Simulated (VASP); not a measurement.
# KBr (Fm-3m) in VASP: a series of runs

The runs below take KBr through single point, relaxation of cell and atoms, with PBEsol.

All numbers are computed with VASP 6.6.1; they aren't measurements. Logs are shortened: lines on timing, memory, paths and dates and some standing lists are left out, and cuts for length are marked.

## (1) The cell of the first run

It takes space group Fm-3m (No. 225, cubic). The conventional cell has a = 6.550 Å, b = 6.550 Å, c = 6.550 Å, α = 90.00°, β = 90.00°, γ = 90.00°. K (site symmetry m-3m) has 6 Br at 3.27 Å within 4.3 Å. Br (site symmetry m-3m) has 6 K at 3.27 Å within 4.3 Å.

## (2) Single point, PBEsol

Input file INCAR:

```
PREC = Accurate
ENCUT = 520
EDIFF = 1E-6
ISMEAR = 0
SIGMA = 0.02
LREAL = F
LASPH = T
NELM = 80
ALGO = Normal
ISIF = 2
LWAVE = F
LCHARG = F
GGA = PS
NBANDS = 15
```

Input file KPOINTS:

```
regular mesh
0
Gamma
  6 6 6
```

Input file POSCAR:

```
KBr
1.0
    0.0000000000      3.2747923485      3.2747923485
    3.2747923485      0.0000000000      3.2747923485
    3.2747923485      3.2747923485      0.0000000000
K Br
1 1
Direct
    0.0000000000      0.0000000000      0.0000000000
    0.5000000000      0.5000000000      0.5000000000
```

Potentials or basis: VASP PAW PBE potentials, release 64 (K_sv, Br).

Run with:

```console
$ cat potpaw_PBE.64/K_sv/POTCAR potpaw_PBE.64/Br/POTCAR > POTCAR
$ mpirun -np 1 vasp_std > vasp.out
```

OUTCAR:

```text
PREC = Accurate
   ENCUT = 520
   EDIFF = 1E-6
   ISMEAR = 0
   LREAL = F
   LASPH = T
   NELM = 80
   ISIF = 2
   GGA = PS

 ion  position               nearest neighbor table
   1  0.000  0.000  0.000-   2 3.27   2 3.27   2 3.27   2 3.27   2 3.27   2 3.27
   2  0.500  0.500  0.500-   1 3.27   1 3.27   1 3.27   1 3.27   1 3.27   1 3.27

  LATTYP: Found a face centered cubic cell.
 ALAT       =     6.5495846970

  Lattice vectors:

 A1 = (   0.0000000000,   3.2747923485,   3.2747923485)
 A2 = (   3.2747923485,   0.0000000000,   3.2747923485)
 A3 = (   3.2747923485,   3.2747923485,   0.0000000000)

Analysis of symmetry for initial positions (statically):
=====================================================================
 Subroutine PRICEL returns:
 Original cell was already a primitive cell.

 Routine SETGRP: Setting up the symmetry group for a
 face centered cubic supercell.

 Subroutine GETGRP returns: Found 48 space group operations
 (whereof 48 operations were pure point group operations)
 out of a pool of 48 trial point group operations.

The static configuration has the point symmetry O_h .

Analysis of symmetry for dynamics (positions and initial velocities):
=====================================================================
 Subroutine PRICEL returns:
 Original cell was already a primitive cell.

 Routine SETGRP: Setting up the symmetry group for a
 face centered cubic supercell.

 Subroutine GETGRP returns: Found 48 space group operations
 (whereof 48 operations were pure point group operations)
 out of a pool of 48 trial point group operations.

The dynamic configuration has the point symmetry O_h .

 Subroutine INISYM returns: Found 48 space group operations
 (whereof 48 operations are pure point group operations),
 and found     1 'primitive' translations

----------------------------------------------------------------------------------------

                                     Primitive cell

  volume of cell :      70.2395

  direct lattice vectors                    reciprocal lattice vectors
     0.000000000  3.274792349  3.274792349    -0.152681436  0.152681436  0.152681436
     3.274792349  0.000000000  3.274792349     0.152681436 -0.152681436  0.152681436
     3.274792349  3.274792349  0.000000000     0.152681436  0.152681436 -0.152681436

  length of vectors
     4.631255753  4.631255753  4.631255753     0.264452005  0.264452005  0.264452005

  position of ions in fractional coordinates (direct lattice)
     0.000000000  0.000000000  0.000000000
     0.500000000  0.500000000  0.500000000

  ion indices of the primitive-cell ions
   primitive index   ion index
                 1           1
                 2           2

----------------------------------------------------------------------------------------

 KPOINTS: regular mesh

Automatic generation of k-mesh.
 Grid dimensions read from file:
 generate k-points for:    6    6    6

 Generating k-lattice:

  Cartesian coordinates                     Fractional coordinates (reciprocal lattice)
    -0.025446906  0.025446906  0.025446906     0.166666667  0.000000000  0.000000000
     0.025446906 -0.025446906  0.025446906     0.000000000  0.166666667  0.000000000
     0.025446906  0.025446906 -0.025446906     0.000000000  0.000000000  0.166666667

  Length of vectors
     0.044075334  0.044075334  0.044075334

  Shift w.r.t. Gamma in fractional coordinates (k-lattice)
     0.000000000  0.000000000  0.000000000

 Subroutine IBZKPT returns following result:
 ===========================================

 Found     16 irreducible k-points:

 Following reciprocal coordinates:
            Coordinates               Weight
  0.000000  0.000000  0.000000      1.000000
  0.166667  0.000000  0.000000      8.000000
  0.333333  0.000000  0.000000      8.000000
  0.500000  0.000000  0.000000      4.000000
  0.166667  0.166667  0.000000      6.000000
  0.333333  0.166667  0.000000     24.000000
[... 8 lines left out ...]
 -0.333333  0.333333  0.166667     24.000000
 -0.333333  0.500000  0.166667     12.000000
   k-points           NKPTS =     16   k-points in BZ     NKDIM =     16   number of bands    NBANDS=     15
   number of dos      NEDOS =    301   number of ions     NIONS =      2
   total plane-waves  NPLWV =  46656
   dimension x,y,z NGX =    36 NGY =   36 NGZ =   36
   dimension x,y,z NGXF=    72 NGYF=   72 NGZF=   72
   ions per type =               1   1
   NGX,Y,Z   is equivalent  to a cutoff of  12.92, 12.92, 12.92 a.u.
   NGXF,Y,Z  is equivalent  to a cutoff of  25.85, 25.85, 25.85 a.u.
 SYSTEM =  unknown system
   PREC   = accura    normal or accurate (medium, high low for compatibility)
   ISTART =      0    job   : 0-new  1-cont  2-samecut
   ICHARG =      2    charge: 1-file 2-atom 10-const
   ISPIN  =      1    spin polarized calculation?
   LNONCOLLINEAR =      F non collinear calculations
   LSORBIT =      F    spin-orbit coupling
   LASPH  =      T    aspherical Exc in radial PAW
   ENCUT  =  520.0 eV  38.22 Ry    6.18 a.u.   8.61  8.61  8.61*2*pi/ulx,y,z
   NELM   =     80;   NELMIN=  2; NELMDL= -5     # of ELM steps
   EDIFF  = 0.1E-05   stopping-criterion for ELM
   LREAL  =      F    real-space projection
   EDIFFG = 0.1E-04   stopping-criterion for IOM
   NSW    =      0    number of steps for IOM
   IBRION =     -1    ionic relax: 0-MD 1-quasi-New 2-CG
   NFREE  =      0    steps in history (QN), initial steepest desc. (CG)
   ISIF   =      2    stress and relaxation
   ISYM   =      2    0-nonsym 1-usesym 2-fastsym
   POTIM  = 0.5000    time-step for ionic-motion
   TEBEG  =    0.0;   TEEND  =   0.0 temperature during run
   PSTRESS=    0.0 pullay stress
   NELECT =      16.0000    total number of electrons
   NUPDOWN=      -1.0000    fix difference up-down
   EMIN   =  10.00;   EMAX   =-10.00  energy-range for DOS
   EFERMI =   0.00;   METHOD = LEGACY
   ISMEAR =     0;   SIGMA  =   0.02  broadening in eV -4-tet -1-fermi 0-gaus
   EFERMI_NEDOS =   21; number of points for ismear=-14 and -15
   IALGO  =     38    algorithm
   IMIX   =      4    mixing-type and parameters
     AMIX     =   0.40;   BMIX     =  1.00
     AMIX_MAG =   1.60;   BMIX_MAG =  1.00
  volume/ion in A,a.u.               =      35.12       237.00
  Fermi-wavevector in a.u.,A,eV,Ry     =   0.999818  1.889383 13.600881  0.999637
  Thomas-Fermi vector in A             =   2.132134
   LORBIT       =      0    0 simple, 1 ext, 2 COOP (PROOUT), +10 PAW based schemes
   GGA     = PS    functional components
   LHFCALC =     F    Hartree Fock is set to
   AEXX    =    0.0000 exact exchange contribution
   IVDW    =     0    specifies the selected vdW correction
   LEPSILON=     F    determine dielectric tensor
   LRPA    =     F    only Hartree local field effects (RPA)
 non-spin polarized calculation
 Gauss-broadening in eV      SIGMA  =   0.02
  energy-cutoff  :      520.00
  volume of cell :       70.24
 maximum number of plane-waves:      1917
 NGX is ok and might be reduce to    36
   NGX = 17   NGY = 17   NGZ = 17

 number of electron      16.0000000 magnetization

 Free energy of the ion-electron system (eV)
  ---------------------------------------------------
  ext. energy  EPLUGINS =         0.00000000
  ---------------------------------------------------
  free energy    TOTEN  =        -6.45985976 eV

  energy without entropy =       -6.45985976  energy(sigma->0) =       -6.45985976

 E-fermi :  -1.6104     XC(G=0):  -7.6425

 val. band max:       -1.7350404693   @ k =   0.0000   0.0000   0.0000
 cond. band min:       2.6003134682   @ k =   0.0000   0.0000   0.0000
 fundamental gap:      4.3353539375
 Fermi energy:        -1.6103508034

 k-point     1 :       0.0000    0.0000    0.0000
  band No.  band energies     occupation
      1     -29.2990      2.00000
      2     -14.0706      2.00000
      3     -12.8438      2.00000
      4     -12.8438      2.00000
      5     -12.8438      2.00000
      6      -1.7350      2.00000
      7      -1.7350      2.00000
      8      -1.7350      2.00000
      9       2.6003      0.00000
     10       5.7939      0.00000
     11       5.7939      0.00000
     12       5.7939      0.00000
     13       6.6481      0.00000
     14       6.6481      0.00000
     15       9.7100      0.00000

 k-point     2 :       0.1667    0.0000    0.0000
  band No.  band energies     occupation
      1     -29.2973      2.00000
      2     -14.1180      2.00000
      3     -12.8454      2.00000
      4     -12.8454      2.00000
      5     -12.7776      2.00000
      6      -2.1289      2.00000
      7      -1.8312      2.00000
      8      -1.8312      2.00000
      9       3.2804      0.00000
     10       5.6408      0.00000
     11       6.1288      0.00000
     12       6.1288      0.00000
     13       7.0223      0.00000
     14       7.0223      0.00000
     15      10.6715      0.00000

 k-point     3 :       0.3333    0.0000    0.0000
  band No.  band energies     occupation
      1     -29.2940      2.00000
      2     -14.2012      2.00000
      3     -12.8484      2.00000
      4     -12.8484      2.00000
      5     -12.6559      2.00000
      6      -2.7377      2.00000
      7      -2.0109      2.00000
      8      -2.0109      2.00000
      9       4.3820      0.00000
     10       5.9275      0.00000
     11       7.0246      0.00000
     12       7.0246      0.00000
     13       7.9609      0.00000
     14       7.9609      0.00000
     15       9.8404      0.00000
[... 199 lines left out ...]
 k-point    15 :      -0.3333    0.3333    0.1667
  band No.  band energies     occupation
      1     -29.2908      2.00000
      2     -14.1088      2.00000
      3     -12.8999      2.00000
      4     -12.8853      2.00000
      5     -12.7218      2.00000
      6      -2.6147      2.00000
      7      -2.2957      2.00000
      8      -2.1585      2.00000
      9       5.3797      0.00000
     10       5.7709      0.00000
     11       6.8247      0.00000
     12       7.4318      0.00000
     13       8.6396      0.00000
     14       8.9309      0.00000
     15       9.3912      0.00000

 k-point    16 :      -0.3333    0.5000    0.1667
  band No.  band energies     occupation
      1     -29.2903      2.00000
      2     -14.0365      2.00000
      3     -12.9322      2.00000
      4     -12.9007      2.00000
      5     -12.7829      2.00000
      6      -2.4825      2.00000
      7      -2.2433      2.00000
      8      -2.2091      2.00000
      9       4.7397      0.00000
     10       6.1793      0.00000
     11       6.4996      0.00000
     12       7.5225      0.00000
     13       8.2856      0.00000
     14       9.1356      0.00000
     15       9.6393      0.00000

------------------------ aborting loop because EDIFF is reached ----------------------------------------

  FORCE on cell =-STRESS in cart. coord.  units (eV):
  Direction    XX          YY          ZZ          XY          YZ          ZX
  --------------------------------------------------------------------------------------
  -------------------------------------------------------------------------------------
  Total        0.0269685      0.0269685      0.0269685     -0.0000000     -0.0000000      0.0000000
  in kB        0.6151574      0.6151574      0.6151574     -0.0000000     -0.0000000      0.0000000
  external PRESSURE =       0.6151574 kB  Pullay stress =       0.0000000 kB

 VOLUME and BASIS-vectors are now :
 -----------------------------------------------------------------------------
  energy-cutoff  :      520.00
  volume of cell :       70.24
      direct lattice vectors                 reciprocal lattice vectors
     0.000000000  3.274792349  3.274792349    -0.152681436  0.152681436  0.152681436
     3.274792349  0.000000000  3.274792349     0.152681436 -0.152681436  0.152681436
     3.274792349  3.274792349  0.000000000     0.152681436  0.152681436 -0.152681436

 POSITION                                       TOTAL-FORCE (eV/Angst)
 -----------------------------------------------------------------------------------
      0.00000      0.00000      0.00000         0.000000      0.000000      0.000000
      3.27479      3.27479      3.27479        -0.000000     -0.000000     -0.000000
 -----------------------------------------------------------------------------------
    total drift:                                0.000000      0.000000      0.000000

  FREE ENERGIE OF THE ION-ELECTRON SYSTEM (eV)
  ---------------------------------------------------
  free  energy   TOTEN  =        -6.4598597576 eV

  energy  without entropy=       -6.4598597576  energy(sigma->0) =       -6.45985976
```

It used 30 s of CPU time on 1 thread of AMD EPYC 7R13 Processor (Zen 3) (shared host).

Results:

```yaml
Free_energy: -6.4599 eV
Pressure: 0.1 GPa
Band_gap_on_the_k_mesh: 4.34 eV, direct
```

Caveat: the PAW data sets were made with another functional, which shifts forces and pressure a little.

[end of part 1 of 2]
